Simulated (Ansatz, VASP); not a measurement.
**One calculation of AlNi, two programs**

```
Al Ni
1.0
     1.95472   -1.96933    0.00000
     1.95472    1.96933    0.00000
     0.00000    0.00000    3.12505
Al Ni
1 1
Direct
  0.00000 0.00000 0.00000
  0.50000 0.50000 0.50000
```

Alike in both runs: task single point; functional PBEsol; k mesh 10 × 10 × 9; occupations gaussian, width 0.1 eV; collinear spin.

|  | VASP | Ansatz |
| --- | --- | --- |
| version | VASP 6.6.1 | Ansatz 0.2.0 |
| potentials or method | VASP PAW PBE potentials, release 64 (Al, Ni), cutoff 520 eV | plane waves, PAW |
| valence electrons in the cell | 13 | 21 |

|  | VASP | Ansatz | Ansatz less VASP |
| --- | --- | --- | --- |
| net moment per atom (μB) | 0.00 | 0.00 | 0.000 |

VASP's potentials were made for PBE, not for PBEsol. With one functional, cell and mesh, what is left measures potentials, basis and numerics. VASP's potentials hold 13 valence electrons a cell and Ansatz's 21, so a difference there can come from the potentials and not from the codes. Ansatz's warnings: seeded moment not kept.
